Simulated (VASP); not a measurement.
# MgO (P6_3mc) in VASP: notebook, part 2 of 2

VASP 6.6.1. The steps go on from the part before.

## Step 4: Single point, PBE (volume 13.229 Å^3 an atom, c/a of the conventional cell 3.2049)

INCAR reads:

```
SYSTEM = MgO
  ALGO = Normal
  EDIFF = 1E-7
  ENCUT = 520
  GGA = PE
  ISIF = 2
  ISMEAR = 0
  LASPH = .True.
  LCHARG = .False.
  LREAL = .False.
  LWAVE = .False.
  NBANDS = 26
  NELM = 80
  PREC = Accurate
  SIGMA = 0.05
```

KPOINTS reads:

```
k-points
0
Gamma
  9 9 4
  0 0 0
```

POSCAR reads:

```
MgO
1.0
    3.3658032962      0.0000000000      0.0000000000
   -1.6829016481      2.9148711586      0.0000000000
    0.0000000000      0.0000000000     10.7872044240
Mg O
4 4
Direct
    0.3333333333      0.6666666667      0.9694906392
    0.0000000000      0.0000000000      0.2208211786
    0.0000000000      0.0000000000      0.7208211786
    0.6666666667      0.3333333333      0.4694906392
    0.3333333333      0.6666666667      0.7800420079
    0.0000000000      0.0000000000      0.5296443544
    0.0000000000      0.0000000000      0.0296443544
    0.6666666667      0.3333333333      0.2800420079
```

Potentials or basis: VASP PAW PBE potentials, release 64 (Mg, O).

On the command line:

```console
$ cat potpaw_PBE.64/Mg/POTCAR potpaw_PBE.64/O/POTCAR > POTCAR
$ mpirun -np 1 vasp_std > vasp.out
```

OUTCAR:

```text
SYSTEM = MgO
   EDIFF = 1E-7
   ENCUT = 520
   GGA = PE
   ISIF = 2
   ISMEAR = 0
   LASPH = .True.
   LREAL = .False.
   NELM = 80
   PREC = Accurate

 ion  position               nearest neighbor table
   1  0.333  0.667  0.969-   5 2.04   7 2.05   7 2.05   7 2.05   3 3.31   3 3.31   3 3.31   2 3.34
                             2 3.34   2 3.34
   2  0.000  0.000  0.221-   8 2.05   8 2.05   8 2.05   7 2.06   4 3.31   4 3.31   4 3.31   1 3.34
                             1 3.34   1 3.34
   3  0.000  0.000  0.721-   5 2.05   5 2.05   5 2.05   6 2.06   1 3.31   1 3.31   1 3.31   4 3.34
                             4 3.34   4 3.34
[... 917 lines left out ...]
  Total       -5.3400779     -5.3400779     -5.1088138      0.0000000     -0.0000000      0.0000000
  in kB      -80.8427671    -80.8427671    -77.3416892      0.0000000     -0.0000000      0.0000000
  external PRESSURE =     -79.6757411 kB  Pullay stress =       0.0000000 kB

 VOLUME and BASIS-vectors are now :
 -----------------------------------------------------------------------------
  energy-cutoff  :      520.00
  volume of cell :      105.83
      direct lattice vectors                 reciprocal lattice vectors
     3.365803296  0.000000000  0.000000000     0.297105895  0.171534168  0.000000000
    -1.682901648  2.914871159  0.000000000     0.000000000  0.343068337  0.000000000
     0.000000000  0.000000000 10.787204424     0.000000000  0.000000000  0.092702424

 POSITION                                       TOTAL-FORCE (eV/Angst)
 -----------------------------------------------------------------------------------
     -0.00000      1.94325     10.45809        -0.000000      0.000000     -0.026252
      0.00000      0.00000      2.38204        -0.000000      0.000000     -0.006991
      0.00000      0.00000      7.77565        -0.000000     -0.000000     -0.006991
      1.68290      0.97162      5.06449         0.000000     -0.000000     -0.026252
     -0.00000      1.94325      8.41447        -0.000000      0.000000      0.029106
      0.00000      0.00000      5.71338        -0.000000     -0.000000      0.004137
      0.00000      0.00000      0.31978         0.000000      0.000000      0.004137
      1.68290      0.97162      3.02087         0.000000     -0.000000      0.029106
 -----------------------------------------------------------------------------------
    total drift:                                0.000000      0.000000     -0.003375

  FREE ENERGIE OF THE ION-ELECTRON SYSTEM (eV)
  ---------------------------------------------------
  free  energy   TOTEN  =       -46.7088240960 eV

  energy  without entropy=      -46.7088240960  energy(sigma->0) =      -46.70882410
```

OSZICAR:

```text
N       E                     dE             d eps       ncg     rms          rms(c)
DAV:   1     0.139315733781E+03    0.13932E+03   -0.14032E+04  1872   0.106E+03
DAV:   2    -0.438708017892E+02   -0.18319E+03   -0.17394E+03  2526   0.228E+02
DAV:   3    -0.551676806165E+02   -0.11297E+02   -0.11238E+02  2360   0.575E+01
DAV:   4    -0.552428134689E+02   -0.75133E-01   -0.75092E-01  2184   0.549E+00
DAV:   5    -0.552433259989E+02   -0.51253E-03   -0.51239E-03  2372   0.450E-01    0.164E+01
DAV:   6    -0.468914507690E+02    0.83519E+01   -0.33574E+01  2014   0.323E+01    0.612E+00
DAV:   7    -0.467324999664E+02    0.15895E+00   -0.64842E-01  1938   0.519E+00    0.330E+00
DAV:   8    -0.467107586735E+02    0.21741E-01   -0.24505E-01  2036   0.451E+00    0.661E-01
DAV:   9    -0.467062788865E+02    0.44798E-02   -0.12698E-02  2474   0.775E-01    0.198E-01
DAV:  10    -0.467088415490E+02   -0.25627E-02   -0.42917E-03  1992   0.338E-01    0.972E-02
DAV:  11    -0.467088183391E+02    0.23210E-04   -0.22616E-04  2272   0.109E-01    0.242E-02
DAV:  12    -0.467088191726E+02   -0.83345E-06   -0.16397E-05  2152   0.274E-02    0.965E-03
DAV:  13    -0.467088240231E+02   -0.48505E-05   -0.93611E-06  1986   0.205E-02    0.102E-03
DAV:  14    -0.467088240960E+02   -0.72967E-07   -0.59084E-07  2406   0.494E-03
   1 F= -.46708824E+02 E0= -.46708824E+02  d E =-.146156E-13
```

Wall time 2 min (1 thread of AMD EPYC 7R43 (Zen 3), shared host); peak memory 0.23 GiB.

Results:

| Quantity | Value |
| --- | --- |
| Free energy | -46.7088 eV |
| Pressure | -8.0 GPa |
| Largest force | 0.029 eV/Å |
| Band gap on the k mesh | 3.04 eV, direct |

Forces in eV/Å, atoms in the order of the input:
```
Mg   0.000  0.000 -0.026
Mg   0.000  0.000 -0.007
Mg   0.000  0.000 -0.007
Mg   0.000  0.000 -0.026
O    0.000  0.000  0.029
O    0.000  0.000  0.004
O    0.000  0.000  0.004
O    0.000  0.000  0.029
```

Stress tensor (GPa, compression positive):
```
-8.08  0.00  0.00
 0.00 -8.08  0.00
 0.00  0.00 -7.73
```

Levels at points of the mesh, in eV from the valence-band top:
| k point | band 12 | band 13 | band 14 | band 15 | band 16 | band 17 | band 18 | band 19 | band 20 | band 21 |
| --- | --- | --- | --- | --- | --- | --- | --- | --- | --- | --- |
| (0.00, 0.00, 0.00) | -0.20 | -0.20 | -0.10 | -0.10 | 0.00 | 3.04 | 5.29 | 5.39 | 7.92 | 9.09 |
| (0.00, 0.00, 0.50) | -0.29 | -0.13 | -0.13 | -0.13 | -0.13 | 3.85 | 3.85 | 6.85 | 6.85 | 10.28 |

## Step 5: Single point, PBE (volume 13.719 Å^3 an atom, c/a of the conventional cell 3.4054)

INCAR reads:

```
PREC     = Accurate       # precision mode
ENCUT    = 520            # plane-wave cutoff, eV
EDIFF    = 1E-7           # SCF threshold, eV
ISMEAR   = 0              # smearing method
SIGMA    = 0.05           # smearing width, eV
LREAL    = F              # projectors in reciprocal space
LASPH    = T              # aspherical terms in the spheres
NELM     = 60             # most SCF steps
ALGO     = Normal         # electronic algorithm
ISIF     = 2              # what is computed and relaxed
LWAVE    = F              # write WAVECAR
LCHARG   = F              # write CHGCAR
GGA      = PE             # functional
NBANDS   = 26             # bands
```

KPOINTS reads:

```
regular mesh
0
Gamma
  9 9 4
```

POSCAR: that of step 4 with these lines changed.

```diff
@@ -2,5 +2,5 @@
 1.0
-    3.3658032962      0.0000000000      0.0000000000
-   -1.6829016481      2.9148711586      0.0000000000
-    0.0000000000      0.0000000000     10.7872044240
+    3.3386525633      0.0000000000      0.0000000000
+   -1.6693262817      2.8913579342      0.0000000000
+    0.0000000000      0.0000000000     11.3694474389
 Mg O
```

Potentials or basis: VASP PAW PBE potentials, release 64 (Mg, O).

On the command line:

```console
$ cat potpaw_PBE.64/Mg/POTCAR potpaw_PBE.64/O/POTCAR > POTCAR
$ mpirun -np 1 vasp_std > vasp.out
```

OUTCAR:

```text
PREC = Accurate
   ENCUT = 520
   EDIFF = 1E-7
   ISMEAR = 0
   LREAL = F
   LASPH = T
   NELM = 60
   ISIF = 2
   GGA = PE

 ion  position               nearest neighbor table
   1  0.333  0.667  0.969-   7 2.05   7 2.05   7 2.05   5 2.15   3 3.42   3 3.42   3 3.42   2 3.45
                             2 3.45   2 3.45
   2  0.000  0.000  0.221-   8 2.04   8 2.04   8 2.04   7 2.17   4 3.42   4 3.42   4 3.42   1 3.45
                             1 3.45   1 3.45
   3  0.000  0.000  0.721-   5 2.04   5 2.04   5 2.04   6 2.17   1 3.42   1 3.42   1 3.42   4 3.45
                             4 3.45   4 3.45
   4  0.667  0.333  0.469-   6 2.05   6 2.05   6 2.05   8 2.15   2 3.42   2 3.42   2 3.42   3 3.45
                             3 3.45   3 3.45
   5  0.333  0.667  0.780-   3 2.04   3 2.04   3 2.04   1 2.15
   6  0.000  0.000  0.530-   4 2.05   4 2.05   4 2.05   3 2.17
   7  0.000  0.000  0.030-   1 2.05   1 2.05   1 2.05   2 2.17
   8  0.667  0.333  0.280-   2 2.04   2 2.04   2 2.04   4 2.15

  LATTYP: Found a hexagonal cell.
 ALAT       =     3.3386525633
 C/A-ratio  =     3.4054000000

  Lattice vectors:

 A1 = (   3.3386525633,   0.0000000000,   0.0000000000)
 A2 = (  -1.6693262817,   2.8913579342,   0.0000000000)
 A3 = (   0.0000000000,   0.0000000000,  11.3694474389)

Analysis of symmetry for initial positions (statically):
=====================================================================
 Subroutine PRICEL returns:
 Original cell was already a primitive cell.

 Routine SETGRP: Setting up the symmetry group for a
 hexagonal supercell.

 Subroutine GETGRP returns: Found 12 space group operations
 (whereof  6 operations were pure point group operations)
 out of a pool of 24 trial point group operations.

The static configuration has the point symmetry C_3v.
 The point group associated with its full space group is C_6v.

Analysis of symmetry for dynamics (positions and initial velocities):
=====================================================================
 Subroutine PRICEL returns:
[... 143 lines left out ...]
  volume/ion in A,a.u.               =      13.72        92.58
  Fermi-wavevector in a.u.,A,eV,Ry     =   1.085560  2.051412 16.033670  1.178441
  Thomas-Fermi vector in A             =   2.221677
   LORBIT       =      0    0 simple, 1 ext, 2 COOP (PROOUT), +10 PAW based schemes
   GGA     = PE    functional components
   LHFCALC =     F    Hartree Fock is set to
   AEXX    =    0.0000 exact exchange contribution
   IVDW    =     0    specifies the selected vdW correction
   LEPSILON=     F    determine dielectric tensor
   LRPA    =     F    only Hartree local field effects (RPA)
 non-spin polarized calculation
 Gauss-broadening in eV      SIGMA  =   0.05
  energy-cutoff  :      520.00
  volume of cell :      109.75
 maximum number of plane-waves:      2983
 NGX is ok and might be reduce to    28
   NGX = 13   NGY = 13   NGZ = 43

 number of electron      31.9999998 magnetization

 Free energy of the ion-electron system (eV)
  ---------------------------------------------------
  ext. energy  EPLUGINS =         0.00000000
  ---------------------------------------------------
  free energy    TOTEN  =       -46.37224717 eV

  energy without entropy =      -46.37224717  energy(sigma->0) =      -46.37224717

 E-fermi :   0.3503     XC(G=0):  -9.1155

 val. band max:        0.1245868188   @ k =   0.0000   0.0000   0.0000
 cond. band min:       3.0087826064   @ k =   0.0000   0.0000   0.0000
 fundamental gap:      2.8841957876
 Fermi energy:         0.3503168957

 k-point     1 :       0.0000    0.0000    0.0000
  band No.  band energies     occupation
      1     -15.4318      2.00000
      2     -15.2335      2.00000
      3     -15.2015      2.00000
      4     -14.9896      2.00000
      5      -2.6377      2.00000
      6      -1.6173      2.00000
[... 685 lines left out ...]
     25      11.4464      0.00000
     26      11.6482      0.00000

 [... further k-points ...]
[... 5 lines left out ...]
  --------------------------------------------------------------------------------------
  -------------------------------------------------------------------------------------
  Total       -5.0825702     -5.0825702    -10.7523382      0.0000000      0.0000000      0.0000000
  in kB      -74.1961764    -74.1961764   -156.9643608      0.0000000      0.0000000      0.0000000
  external PRESSURE =    -101.7855712 kB  Pullay stress =       0.0000000 kB

 VOLUME and BASIS-vectors are now :
 -----------------------------------------------------------------------------
  energy-cutoff  :      520.00
  volume of cell :      109.75
      direct lattice vectors                 reciprocal lattice vectors
     3.338652563  0.000000000  0.000000000     0.299522032  0.172929126  0.000000000
    -1.669326282  2.891357934  0.000000000     0.000000000  0.345858252  0.000000000
     0.000000000  0.000000000 11.369447439     0.000000000  0.000000000  0.087955022

 POSITION                                       TOTAL-FORCE (eV/Angst)
 -----------------------------------------------------------------------------------
     -0.00000      1.92757     11.02257        -0.000000      0.000000     -0.164272
      0.00000      0.00000      2.51061         0.000000     -0.000000     -0.176242
      0.00000      0.00000      8.19534        -0.000000      0.000000     -0.176242
      1.66933      0.96379      5.33785         0.000000     -0.000000     -0.164272
     -0.00000      1.92757      8.86865         0.000000     -0.000000      0.196800
      0.00000      0.00000      6.02176        -0.000000     -0.000000      0.143714
      0.00000      0.00000      0.33704        -0.000000     -0.000000      0.143714
      1.66933      0.96379      3.18392        -0.000000      0.000000      0.196800
 -----------------------------------------------------------------------------------
    total drift:                                0.000000      0.000000     -0.002935

  FREE ENERGIE OF THE ION-ELECTRON SYSTEM (eV)
  ---------------------------------------------------
  free  energy   TOTEN  =       -46.3722471701 eV

  energy  without entropy=      -46.3722471701  energy(sigma->0) =      -46.37224717
```

OSZICAR:

```text
N       E                     dE             d eps       ncg     rms          rms(c)
DAV:   1     0.142987828520E+03    0.14299E+03   -0.13805E+04  1872   0.105E+03
DAV:   2    -0.427048621969E+02   -0.18569E+03   -0.17576E+03  2502   0.228E+02
DAV:   3    -0.548970742790E+02   -0.12192E+02   -0.12132E+02  2376   0.599E+01
DAV:   4    -0.549846474703E+02   -0.87573E-01   -0.87528E-01  2156   0.589E+00
DAV:   5    -0.549852970507E+02   -0.64958E-03   -0.64932E-03  2354   0.499E-01    0.164E+01
DAV:   6    -0.465946420091E+02    0.83907E+01   -0.34582E+01  2026   0.325E+01    0.635E+00
DAV:   7    -0.464031318169E+02    0.19151E+00   -0.74676E-01  1954   0.551E+00    0.334E+00
DAV:   8    -0.463740312724E+02    0.29101E-01   -0.27063E-01  2068   0.466E+00    0.673E-01
DAV:   9    -0.463695022625E+02    0.45290E-02   -0.13880E-02  2504   0.810E-01    0.196E-01
DAV:  10    -0.463722119989E+02   -0.27097E-02   -0.37388E-03  2004   0.320E-01    0.794E-02
DAV:  11    -0.463722395863E+02   -0.27587E-04   -0.10624E-04  2358   0.781E-02    0.323E-02
DAV:  12    -0.463722406900E+02   -0.11037E-05   -0.25963E-05  2086   0.338E-02    0.105E-02
DAV:  13    -0.463722472657E+02   -0.65756E-05   -0.90359E-06  2002   0.185E-02    0.263E-03
DAV:  14    -0.463722471645E+02    0.10122E-06   -0.96240E-07  2430   0.679E-03    0.163E-03
DAV:  15    -0.463722471701E+02   -0.56014E-08   -0.62737E-08  1236   0.217E-03
   1 F= -.46372247E+02 E0= -.46372247E+02  d E =-.485304E-12
```

stdout:

```text
POSCAR found type information on POSCAR MgO
 POSCAR found :  2 types and       8 ions
 scaLAPACK will be used
 LDA part: xc-table for (Slater+PW92), standard interpolation
 POSCAR, INCAR and KPOINTS ok, starting setup
 FFT: planning ... GRIDC
 FFT: planning ... GRID_SOFT
 FFT: planning ... GRID
 WAVECAR not read
 entering main loop
```

Run time: 2.9 min. Hardware: 1 thread of AMD EPYC 7R43 (Zen 3), shared host; peak memory 0.24 GiB.

What came out:

- Free energy: -46.3722 eV
- Pressure: -10.2 GPa
- Largest force: 0.197 eV/Å
- Band gap on the k mesh: 2.88 eV, direct

Forces in eV/Å, atoms in the order of the input:
```
Mg   0.000  0.000 -0.164
Mg   0.000  0.000 -0.176
Mg   0.000  0.000 -0.176
Mg   0.000  0.000 -0.164
O    0.000  0.000  0.197
O    0.000  0.000  0.144
O    0.000  0.000  0.144
O    0.000  0.000  0.197
```

Levels at points of the mesh, in eV from the valence-band top:
| k point | band 14 | band 15 | band 16 | band 17 | band 18 | band 19 |
| --- | --- | --- | --- | --- | --- | --- |
| (0.00, 0.00, 0.00) | -0.06 | 0.00 | 0.00 | 2.88 | 5.10 | 5.17 |
| (0.00, 0.00, 0.50) | -0.02 | -0.02 | -0.02 | 3.67 | 3.67 | 6.65 |

## Step 6: Overview

| cell | gap on the mesh (eV) | pressure (GPa) | largest force (eV/Å) |
| --- | --- | --- | --- |
| a = 3.505, b = 3.505, c = 9.949 Å, angles 90.0, 90.0, 120.0°, 8 atoms | 2.80 | -6.2 | 1.15 |
| a = 3.232, b = 3.232, c = 11.696 Å, angles 90.0, 90.0, 120.0°, 8 atoms | 2.91 | -5.9 | 0.34 |
| a = 3.366, b = 3.366, c = 10.787 Å, angles 90.0, 90.0, 120.0°, 8 atoms | 3.04 | -8.0 | 0.03 |
| a = 3.339, b = 3.339, c = 11.369 Å, angles 90.0, 90.0, 120.0°, 8 atoms | 2.88 | -10.2 | 0.20 |

Alike in all rows: task single point; level PBE; potentials or basis VASP PAW PBE potentials, release 64 (Mg, O); no spin polarisation; k mesh 9 × 9 × 4; cutoff (eV) 520; smearing gaussian 0.05 eV.

Caveats: forces of over 1 eV/Å act on the atoms, so gaps and moduli don't describe the material at rest (some runs).

Total energies depend on the potentials used, so only differences within one code and one set of settings carry meaning.
